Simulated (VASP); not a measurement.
A run of VASP 6.6.1 is set up as follows.

The input INCAR:

```
SYSTEM = ScB2
ALGO = Normal
EDIFF = 1E-8
ENCUT = 520
GGA = CA
IBRION = 8
ISIF = 2
ISMEAR = 0
LASPH = .True.
LCHARG = .False.
LREAL = .False.
LWAVE = .False.
NBANDS = 16
NELM = 60
NSW = 1
PREC = Accurate
SIGMA = 0.1
```

The input KPOINTS:

```
k-points
0
Gamma
  12 12 10
  0 0 0
```

File POSCAR:

```
ScB2
1.0
    3.1500000000      0.0000000000      0.0000000000
   -1.5750000000      2.7279800000      0.0000000000
    0.0000000000      0.0000000000      3.5200000000
Sc B
1 2
Direct
    0.0000000000      0.0000000000      0.0000000000
    0.3333333333      0.6666666667      0.5000000000
    0.6666666667      0.3333333333      0.5000000000
```

Potentials or basis: VASP PAW LDA potentials, release 64 (Sc_sv, B).

Command:

```bash
$ cat potpaw_LDA.64/Sc_sv/POTCAR potpaw_LDA.64/B/POTCAR > POTCAR
$ mpirun -np 1 vasp_std > vasp.out
```

(1) Predict the highest phonon frequency at Γ.

## Answers

(1) 772 cm⁻¹.

Caveat: the cell stands under pressure or tension, which shifts response properties.
